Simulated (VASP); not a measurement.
**Li2TiSnS4: single point with r2SCAN**

Li2TiSnS4:

```
Ti Sn Li S
1.0
     4.43243    4.49881    0.00000
     4.43243   -4.49881    0.00000
     4.43921    0.00000   -4.46564
Ti Sn Li S
1 1 2 4
Direct
  0.00540 0.99460 0.50000
  0.25505 0.74495 0.00000
  0.79660 0.20340 0.00000
  0.53730 0.46270 0.50000
  0.61560 0.85020 0.97410
  0.14980 0.38440 0.02590
  0.33350 0.08030 0.56180
  0.91970 0.66650 0.43820
```

```yaml
Program: VASP 6.6.1
Task: single point
Functional: r2SCAN
Potentials_or_basis: VASP PAW PBE potentials, release 64 (Ti_sv, Sn_d, Li_sv, S)
Cutoff: 520 eV
k_mesh: 4 × 4 × 4, shifted
Occupations: fermi-dirac, width 0.1 eV
Spin: no spin polarisation
Dipole_correction: no
Further_INCAR_settings: ALGO = Normal; EDIFF = 1e-06
```

- Largest force: 2.997 eV/Å
- Band gap on the k mesh: zero (band 28 reaches 5.44 eV, above the bottom of band 29 at 5.34 eV)
- Valence electrons inside the program's atomic spheres: Ti 10.21; Sn 12.72; Li 2.01, 2.02; S 3.81

Forces on the atoms (eV/Å):
```
Ti   0.000 -0.037  0.000
Sn   0.000 -0.099  0.000
Li   0.000 -0.130  0.000
Li   0.000 -0.232  0.000
S    2.532  1.601  0.096
S   -2.532  1.601 -0.096
S   -0.064 -1.352  2.356
S    0.064 -1.352 -2.356
```

Levels at points of the mesh, in eV from the Fermi level:
```csv
k point,band 24,band 25,band 26,band 27,band 28,band 29,band 30,band 31,band 32,band 33
"(0.12, 0.12, 0.00)",-4.43,-4.16,-4.06,-3.63,0.08,0.20,0.66,0.74,1.01,1.21
```

It took 5.4 min on 1 thread of Intel(R) Xeon(R) Platinum 8488C (Sapphire Rapids), on a shared host, peak memory 0.45 GiB.

Caveat: the PAW data sets were made with another functional, which shifts forces and pressure a little; spin-orbit coupling is left out, which moves the levels of the heavy elements.
